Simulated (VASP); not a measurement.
Here is a VASP 6.6.1 calculation.

INCAR

```
ALGO     = Normal         # electronic algorithm
EDIFF    = 1E-6           # SCF threshold, eV
ENCUT    = 520            # plane-wave cutoff, eV
GGA      = PE             # functional
ISIF     = 2              # what is computed and relaxed
ISMEAR   = 0              # smearing method
LASPH    = T              # aspherical terms in the spheres
LCHARG   = F              # write CHGCAR
LREAL    = F              # projectors in reciprocal space
LWAVE    = F              # write WAVECAR
NBANDS   = 36             # bands
NELM     = 80             # most SCF steps
PREC     = Accurate       # precision mode
SIGMA    = 0.1            # smearing width, eV
```

Contents of KPOINTS:

```
k-points
0
Gamma
  3 3 3
```

Contents of POSCAR:

```
In2GaP3
1.0
    2.6988085682      1.5581578556      5.5499539419
   -2.6988085682      1.5581578556      5.5499539419
    0.0000000000     -3.1163157044      5.5499539437
In Ga P
2 1 3
Direct
    0.1904205221      0.1904205221      0.1904205221
    0.8095794779      0.8095794779      0.8095794779
    0.0000000000      0.0000000000      0.0000000000
    0.5000000000      0.5000000000      0.0000000000
    0.0000000000      0.5000000000      0.5000000000
    0.5000000000      0.0000000000      0.5000000000
```

Potentials or basis: VASP PAW PBE potentials, release 64 (In_d, Ga_d, P).

Run with:

```sh
$ cat potpaw_PBE.64/In_d/POTCAR potpaw_PBE.64/Ga_d/POTCAR potpaw_PBE.64/P/POTCAR > POTCAR
$ mpirun -np 1 vasp_std > vasp.out
```

Question: Predict the largest force.

Answer: 0.004 eV/Å.

Question: Estimate the pressure.

Answer: 0.0 GPa.

Question: What does it give for the band gap on the k mesh?

Answer: Zero (band 27 reaches 6.16 eV, above the bottom of band 28 at 5.99 eV).

Forces in eV/Å, atoms in the order of the input:
```
In   0.000  0.000 -0.004
In   0.000  0.000  0.004
Ga   0.000  0.000  0.000
P    0.000  0.000  0.000
P    0.000  0.000  0.000
P    0.000  0.000  0.000
```

Caveat: the k points lie up to 0.47 Å⁻¹ apart; spin-orbit coupling is left out, which moves the levels of the heavy elements.
